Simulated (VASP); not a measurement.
# Re (P6_3/mmc) in VASP: settings compared

Aim: see how the results for Re move with the level of theory and the settings. Levels: RPBE, r2SCAN, PBEsol. Tasks: relaxation of cell and atoms, single point.

Everything below comes from runs of VASP 6.6.1. Logs are shortened: lines on timing, memory, paths and dates and some standing lists are left out, and cuts for length are marked.

**1. The cell of the first run**

Symmetry: P6_3/mmc, No. 194, hexagonal system. Conventional cell: a = 2.766 Å, b = 2.766 Å, c = 8.939 Å, α = 90.00°, β = 90.00°, γ = 120.00°. Re (site symmetry -6m2) has 12 Re at 2.75 to 2.77 Å within 3.6 Å. Within 3.6 Å of Re (site symmetry -3m) lie 12 Re at 2.75 to 2.77 Å.

**2. Relaxation of cell and atoms, RPBE**

The input, INCAR:

```
ALGO = Normal ; EDIFF = 1E-7
EDIFFG = -0.01 ; ENCUT = 600
GGA = RP ; IBRION = 2
ISIF = 3 ; ISMEAR = -1
LASPH = True ; LCHARG = False
LREAL = False ; LWAVE = False
NELM = 100 ; NSW = 60
PREC = Accurate ; SIGMA = 0.05
```

The input, KPOINTS:

```
k-points
0
Gamma
  11 11 3
```

The input, POSCAR:

```
Re
1.0
    2.7663873939      0.0000000000      0.0000000000
   -1.3831936969      2.3957617598      0.0000000000
    0.0000000000      0.0000000000      8.9388451600
Re
4
Direct
    0.6666666667      0.3333333333      0.7500000000
    0.0000000000      0.0000000000      0.5000000000
    0.3333333333      0.6666666667      0.2500000000
    0.0000000000      0.0000000000      0.0000000000
```

Potentials or basis: VASP PAW PBE potentials, release 64 (Re).

On the command line:

```
cat potpaw_PBE.64/Re/POTCAR > POTCAR
mpirun -np 1 vasp_std > vasp.out
```

OUTCAR:

```text
EDIFF = 1E-7
   EDIFFG = -0.01
   ENCUT = 600
   GGA = RP
   IBRION = 2
   ISIF = 3
   ISMEAR = -1
   LASPH = True
   LREAL = False
   NELM = 100
   NSW = 60
   PREC = Accurate

 ion  position               nearest neighbor table
   1  0.667  0.333  0.750-   2 2.75   4 2.75   2 2.75   4 2.75   2 2.75   4 2.75
   2  0.000  0.000  0.500-   1 2.75   3 2.75   3 2.75   1 2.75   1 2.75   3 2.75
   3  0.333  0.667  0.250-   2 2.75   4 2.75   2 2.75   4 2.75   2 2.75   4 2.75
   4  0.000  0.000  0.000-   1 2.75   3 2.75   3 2.75   1 2.75   1 2.75   3 2.75

  LATTYP: Found a hexagonal cell.
 ALAT       =     2.7663873939
 C/A-ratio  =     3.2312340563

  Lattice vectors:

 A1 = (   2.7663873939,   0.0000000000,   0.0000000000)
 A2 = (  -1.3831936969,   2.3957617598,   0.0000000000)
 A3 = (   0.0000000000,   0.0000000000,   8.9388451600)

Analysis of symmetry for initial positions (statically):
=====================================================================
 Subroutine PRICEL returns:
 Original cell was already a primitive cell.

 Routine SETGRP: Setting up the symmetry group for a
 hexagonal supercell.

 Subroutine GETGRP returns: Found 24 space group operations
 (whereof 12 operations were pure point group operations)
 out of a pool of 24 trial point group operations.

The static configuration has the point symmetry D_3d.
 The point group associated with its full space group is D_6h.

Analysis of symmetry for dynamics (positions and initial velocities):
=====================================================================
 Subroutine PRICEL returns:
 Original cell was already a primitive cell.

 Routine SETGRP: Setting up the symmetry group for a
 hexagonal supercell.

 Subroutine GETGRP returns: Found 24 space group operations
 (whereof 12 operations were pure point group operations)
 out of a pool of 24 trial point group operations.

The dynamic configuration has the point symmetry D_3d.
 The point group associated with its full space group is D_6h.

 Subroutine INISYM returns: Found 24 space group operations
 (whereof 12 operations are pure point group operations),
 and found     1 'primitive' translations

----------------------------------------------------------------------------------------

                                     Primitive cell

  volume of cell :      59.2431

  direct lattice vectors                    reciprocal lattice vectors
[... 100 lines left out ...]
   TEBEG  =    0.0;   TEEND  =   0.0 temperature during run
   PSTRESS=    0.0 pullay stress
   NELECT =      28.0000    total number of electrons
   NUPDOWN=      -1.0000    fix difference up-down
   EMIN   =  10.00;   EMAX   =-10.00  energy-range for DOS
   EFERMI =   0.00;   METHOD = LEGACY
   ISMEAR =    -1;   SIGMA  =   0.05  broadening in eV -4-tet -1-fermi 0-gaus
   EFERMI_NEDOS =   21; number of points for ismear=-14 and -15
   IALGO  =     38    algorithm
   IMIX   =      4    mixing-type and parameters
     AMIX     =   0.40;   BMIX     =  1.00
     AMIX_MAG =   1.60;   BMIX_MAG =  1.00
  volume/ion in A,a.u.               =      14.81        99.95
  Fermi-wavevector in a.u.,A,eV,Ry     =   1.275209  2.409796 22.125236  1.626159
  Thomas-Fermi vector in A             =   2.407934
   LORBIT       =      0    0 simple, 1 ext, 2 COOP (PROOUT), +10 PAW based schemes
   GGA     = RP    functional components
   LHFCALC =     F    Hartree Fock is set to
   AEXX    =    0.0000 exact exchange contribution
   IVDW    =     0    specifies the selected vdW correction
   LEPSILON=     F    determine dielectric tensor
   LRPA    =     F    only Hartree local field effects (RPA)
 conjugate gradient relaxation of ions
 non-spin polarized calculation
  energy-cutoff  :      600.00
  volume of cell :       59.24
 maximum number of plane-waves:      2016
 NGX is ok and might be reduce to    24
   NGX = 11   NGY = 11   NGZ = 35

--------------------------------------- Ionic step        1  -------------------------------------------

 number of electron      28.0000000 magnetization

 Free energy of the ion-electron system (eV)
  ---------------------------------------------------
  ext. energy  EPLUGINS =         0.00000000
  ---------------------------------------------------
  free energy    TOTEN  =       -47.26688671 eV

  energy without entropy =      -47.24253965  energy(sigma->0) =      -47.25471318

------------------------ aborting loop because EDIFF is reached ----------------------------------------

  FORCE on cell =-STRESS in cart. coord.  units (eV):
  Direction    XX          YY          ZZ          XY          YZ          ZX
  --------------------------------------------------------------------------------------
  -------------------------------------------------------------------------------------
  Total        2.4215278      2.4215278      2.6149761      0.0000000     -0.0000000     -0.0000000
  in kB       65.4880411     65.4880411     70.7196764      0.0000000     -0.0000000     -0.0000000
  external PRESSURE =      67.2319195 kB  Pullay stress =       0.0000000 kB
[... 291 lines left out ...]
--------------------------------------- Ionic step        9  -------------------------------------------

 number of electron      28.0000000 magnetization

 Free energy of the ion-electron system (eV)
  ---------------------------------------------------
  ext. energy  EPLUGINS =         0.00000000
  ---------------------------------------------------
  free energy    TOTEN  =       -47.28886173 eV

  energy without entropy =      -47.26439898  energy(sigma->0) =      -47.27663035

 E-fermi :   7.7525     XC(G=0): -13.5679

 val. band max:        7.7501966427   @ k =   0.1818   0.0909   0.3333
 cond. band min:       7.7554084400   @ k =   0.3636   0.2727   0.3333
 fundamental gap:      0.0052117972
 Fermi energy:         7.7524718775

 k-point     1 :       0.0000    0.0000    0.0000
  band No.  band energies     occupation
      1      -2.0259      2.00000
      2       0.2389      2.00000
      3       0.3134      2.00000
      4       1.2402      2.00000
      5       5.2765      2.00000
      6       5.3670      2.00000
[... 481 lines left out ...]
      5       3.8735      2.00000
      6       4.1387      2.00000
[... 10 lines left out ...]
     17       8.4780      0.00000
     18       8.7963      0.00000

 [... further k-points ...]

------------------------ aborting loop because EDIFF is reached ----------------------------------------

  FORCE on cell =-STRESS in cart. coord.  units (eV):
  Direction    XX          YY          ZZ          XY          YZ          ZX
  --------------------------------------------------------------------------------------
  -------------------------------------------------------------------------------------
  Total        0.0108637      0.0108637      0.0096890      0.0000000     -0.0000000      0.0000000
  in kB        0.2886092      0.2886092      0.2574012      0.0000000     -0.0000000      0.0000000
  external PRESSURE =       0.2782065 kB  Pullay stress =       0.0000000 kB
[... 19 lines left out ...]
  FREE ENERGIE OF THE ION-ELECTRON SYSTEM (eV)
  ---------------------------------------------------
  free  energy   TOTEN  =       -47.2888617254 eV

  energy  without entropy=      -47.2643989809  energy(sigma->0) =      -47.27663035

 reached required accuracy - stopping structural energy minimisation
```

OSZICAR:

```text
N       E                     dE             d eps       ncg     rms          rms(c)
DAV:   1     0.214954115654E+03    0.21495E+03   -0.13186E+04  2084   0.208E+03
DAV:   2    -0.137661639120E+02   -0.22872E+03   -0.21448E+03  2162   0.847E+02
DAV:   3    -0.430510293867E+02   -0.29285E+02   -0.26620E+02  2046   0.444E+02
[... 85 lines left out ...]
DAV:   3    -0.472888609062E+02    0.90926E-05   -0.26340E-05  1748   0.166E-01    0.100E-02
DAV:   4    -0.472888612344E+02   -0.32819E-06   -0.82709E-07  1082   0.262E-02    0.721E-03
DAV:   5    -0.472888616271E+02   -0.39269E-06   -0.17136E-06  1308   0.128E-02    0.104E-03
DAV:   6    -0.472888617337E+02   -0.10669E-06   -0.73765E-08   648   0.906E-03    0.826E-04
DAV:   7    -0.472888617254E+02    0.83237E-08   -0.39811E-08   624   0.666E-03
   9 F= -.47288862E+02 E0= -.47276630E+02  d E =-.450363E-05
```

CONTCAR:

```text
Re
   1.00000000000000
     2.7819044170861478    0.0000000000003239   -0.0000000000000000
    -1.3909522084925132    2.4091998960697101   -0.0000000000000000
     0.0000000000000000   -0.0000000000000000    8.9983358935311433
  Re
     4
Direct
     0.6666666667000030    0.3333333332999970    0.7500000000000000
     0.0000000000000000    0.0000000000000000    0.5000000000000000
     0.3333333332999970    0.6666666667000030    0.2500000000000000
     0.0000000000000000    0.0000000000000000    0.0000000000000000

  0.00000000E+00  0.00000000E+00  0.00000000E+00
  0.00000000E+00  0.00000000E+00  0.00000000E+00
  0.00000000E+00  0.00000000E+00  0.00000000E+00
  0.00000000E+00  0.00000000E+00  0.00000000E+00
```

It took 1.8 min on 1 thread of Intel Xeon 6975P-C (Granite Rapids), shared host; peak memory 0.22 GiB.

What came out:

```yaml
Free_energy: -47.2889 eV
Relaxed_volume: 15.08 Å³/atom
Relaxed_cell: a = 2.782 Å, b = 2.782 Å, c = 8.998 Å, α = 90.00°, β = 90.00°, γ = 120.00°
Space_group_after_relaxing_to_0.1_Å: P6_3/mmc (No. 194)
Energy_gained_by_relaxing: 5.5 meV/atom
Ionic_steps: 9
Pressure_after_relaxing: 0.0 GPa
```

The path:
| step | energy change (eV) | largest force (eV/Å) | pressure (GPa) | volume (Å³) |
| --- | --- | --- | --- | --- |
| 1 | 0.0000 | 0.0000 | 6.72 | 59.24 |
| 2 | 0.2984 | 0.0000 | -21.68 | 64.73 |
| 3 | -0.0219 | 0.0000 | -0.19 | 60.35 |
| 4 | -0.0220 | 0.0000 | -0.02 | 60.31 |
| 5 | -0.0220 | 0.0000 | 0.11 | 60.29 |
| 6 | -0.0220 | 0.0000 | 0.12 | 60.29 |
| 7 | -0.0220 | 0.0000 | 0.12 | 60.29 |
| 8 | -0.0219 | 0.0000 | -0.31 | 60.37 |
| 9 | -0.0220 | 0.0000 | 0.03 | 60.31 |

Final structure:
```
Re
1.0
     2.78190    0.00000    0.00000
    -1.39095    2.40920    0.00000
     0.00000    0.00000    8.99834
Re
4
Direct
  0.66667 0.33333 0.75000
  0.00000 0.00000 0.50000
  0.33333 0.66667 0.25000
  0.00000 0.00000 0.00000
```

Caveat: the highest band is partly filled, so the run has too few bands; the PAW data sets were made with another functional, which shifts forces and pressure a little; spin-orbit coupling is left out, which moves the levels of the heavy elements.

**3. Relaxation of cell and atoms, r2SCAN**

POSCAR is that of step 2.

The input, INCAR.step1:

```
ALGO     = Normal         # electronic algorithm
EDIFF    = 1E-4           # SCF threshold, eV
ENCUT    = 600            # plane-wave cutoff, eV
GGA      = PE             # functional
ISMEAR   = -1             # smearing method
LASPH    = T              # aspherical terms in the spheres
LCHARG   = F              # write CHGCAR
LREAL    = F              # projectors in reciprocal space
LWAVE    = T              # write WAVECAR
NELM     = 60             # most SCF steps
PREC     = Accurate       # precision mode
SIGMA    = 0.05           # smearing width, eV
```

The input, INCAR.step2:

```
ALGO     = Normal         # electronic algorithm
EDIFF    = 1E-6           # SCF threshold, eV
EDIFFG   = -0.01          # ionic threshold
ENCUT    = 600            # plane-wave cutoff, eV
IBRION   = 2              # ionic algorithm
ISIF     = 3              # what is computed and relaxed
ISMEAR   = -1             # smearing method
ISTART   = 1            
LASPH    = T              # aspherical terms in the spheres
LCHARG   = F              # write CHGCAR
LMIXTAU  = T            
LREAL    = F              # projectors in reciprocal space
LWAVE    = F              # write WAVECAR
METAGGA  = R2SCAN         # meta-GGA
NELM     = 60             # most SCF steps
NSW      = 60             # ionic steps
PREC     = Accurate       # precision mode
SIGMA    = 0.05           # smearing width, eV
```

KPOINTS is that of step 2.

Potentials or basis: VASP PAW PBE potentials, release 64 (Re).

On the command line:

```
cat potpaw_PBE.64/Re/POTCAR > POTCAR
cp INCAR.step1 INCAR
mpirun -np 1 vasp_std > vasp.out
cp INCAR.step2 INCAR
mpirun -np 1 vasp_std > vasp.out
```

Wall time 4.9 min (1 thread of Intel Xeon 6975P-C (Granite Rapids), shared host); peak memory 0.22 GiB.

It converged, with:

- Free energy: -209.8247 eV
- Relaxed volume: 14.69 Å³/atom
- Relaxed cell: a = 2.758 Å, b = 2.758 Å, c = 8.926 Å, α = 90.00°, β = 90.00°, γ = 120.00°
- Space group after relaxing (to 0.1 Å): P6_3/mmc (No. 194)
- Energy gained by relaxing: 1.2 meV/atom
- Ionic steps: 6
- Pressure after relaxing: 0.0 GPa

Step by step:
| step | energy change (eV) | largest force (eV/Å) | pressure (GPa) | volume (Å³) |
| --- | --- | --- | --- | --- |
| 1 | 0.0000 | 0.0000 | -3.05 | 59.24 |
| 2 | 0.0779 | 0.0000 | 14.18 | 56.86 |
| 3 | -0.0046 | 0.0000 | 0.01 | 58.78 |
| 4 | -0.0046 | 0.0000 | 0.05 | 58.77 |
| 5 | -0.0046 | 0.0000 | 0.02 | 58.78 |
| 6 | -0.0046 | 0.0000 | 0.05 | 58.78 |

Final structure:
```
Re
1.0
     2.75751    0.00000    0.00000
    -1.37876    2.38808    0.00000
     0.00000    0.00000    8.92560
Re
4
Direct
  0.66667 0.33333 0.75000
  0.00000 0.00000 0.50000
  0.33333 0.66667 0.25000
  0.00000 0.00000 0.00000
```

Levels at points of the mesh, in eV from the Fermi level:
```csv
k point,band 12,band 13,band 14,band 15,band 16,band 17
"(0.00, 0.00, 0.00)",-1.27,-1.27,-1.17,-1.17,0.41,0.73
```

Caveat: the highest band is partly filled, so the run has too few bands; the PAW data sets were made with another functional, which shifts forces and pressure a little; spin-orbit coupling is left out, which moves the levels of the heavy elements.

**4. Single point, PBEsol, non-collinear spin, zero start, spin-orbit coupling**

The input, INCAR:

```
SYSTEM = Re
  ALGO = Normal
  EDIFF = 1E-6
  ENCUT = 520
  GGA = PS
  GGA_COMPAT = .FALSE.
  ISIF = 2
  ISMEAR = -1
  LASPH = .TRUE.
  LCHARG = .TRUE.
  LMAXMIX = 4
  LORBIT = 11
  LORBMOM = .TRUE.
  LREAL = .FALSE.
  LSORBIT = .TRUE.
  LVHAR = .TRUE.
  LWAVE = .FALSE.
  MAGMOM = 0 0 0 0 0 0 0 0 0 0 0 0
  NBANDS = 42
  NELM = 150
  PREC = Accurate
  SIGMA = 0.05
```

The input, KPOINTS:

```
k-points
0
G
  8 8 2
  0 0 0
```

POSCAR is that of step 3.

On the command line:

```
cat potpaw_PBE.64/Re/POTCAR > POTCAR
mpirun -np 1 vasp_ncl > vasp.out
```

It took 3.9 min on 1 thread of AMD EPYC 7R43 (Zen 3), shared host; peak memory 0.33 GiB.

It converged, with:

```
Free energy                                           : -54.7544 eV
Pressure                                              : -6.0 GPa
Net moment                                            : 0.00 μB per cell
Valence electrons inside the program's atomic spheres : Re 6.11, 6.13 (each value once)
```

Stress tensor (GPa, compression positive):
```
-5.60  0.00  0.00
 0.00 -5.60  0.00
 0.00  0.00 -6.77
```

Moments on the atoms (μB; x, y, z):
```
Re  0.00 0.00 0.00
Re  0.00 0.00 0.00
Re  0.00 0.00 0.00
Re  0.00 0.00 0.00
```

Caveat: the cell stands under tension; the PAW data sets were made with another functional, which shifts forces and pressure a little.

**5. The runs side by side**

```tsv
task	level	spin	cell	k mesh	cutoff (eV)	pressure (GPa)	relaxed volume (Å³/atom)
relaxation of cell and atoms	RPBE	off	relaxed	11 × 11 × 3	600	0.0	15.08
relaxation of cell and atoms	r2SCAN	off	relaxed	11 × 11 × 3	600	0.0	14.69
single point	PBEsol	non-collinear, zero start, SOC	as given	8 × 8 × 2	520	-6.0	-
```

Alike in all rows: potentials or basis VASP PAW PBE potentials, release 64 (Re); smearing fermi-dirac 0.05 eV.

Caveats: the PAW data sets were made with another functional, which shifts forces and pressure a little; the highest band is partly filled, so the run has too few bands (at least some runs); spin-orbit coupling is left out, which moves the levels of the heavy elements (at least some runs); the cell stands under tension (at least some runs).

Total energies depend on the potentials used, so only differences within one code and one set of settings carry meaning.
